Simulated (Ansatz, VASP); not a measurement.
**Two plane-wave programs on HC4**

```xyz
10
Lattice="4.9314 0.0000 0.0000 -2.4657 4.2708 0.0000 0.0000 0.0000 18.0000" Properties=species:S:1:pos:R:3 pbc="T T T"
C     0.0000    1.4236    4.0000
C    -1.2329    3.5590    4.0000
C     2.4657    1.4236    4.0000
C     1.2329    3.5590    4.0000
C     1.2329    0.7118    4.0000
C     0.0000    2.8472    4.0000
C     3.6986    0.7118    4.0000
C     2.4657    2.8472    4.0000
H    -0.6474    1.7973    5.7300
H     0.6474    1.0498    5.7300
```

Alike in both runs: task single point; functional PBE; dispersion D3(BJ); k mesh 6 × 6 × 1; occupations gaussian, width 0.1 eV; no spin polarisation.

```csv
,VASP,Ansatz
version,VASP 6.6.1,Ansatz 0.2.0
potentials or method,"VASP PAW PBE potentials, release 64 (C, H), cutoff 520 eV","scalar-relativistic, plane waves, PAW"
valence electrons in the cell,34,34
```

|  | VASP | Ansatz | Ansatz less VASP |
| --- | --- | --- | --- |
| gap on the k mesh at the Fermi level (eV) | 0.69 | 0.69 | 0.000 |
| least direct gap on the mesh (eV) | 0.69 | 0.69 | 0.000 |
| rms of the force components (eV/Å) | 1.008 | 1.007 | -0.0003 |

Atom by atom the forces differ by 0.001 eV/Å (rms over components).
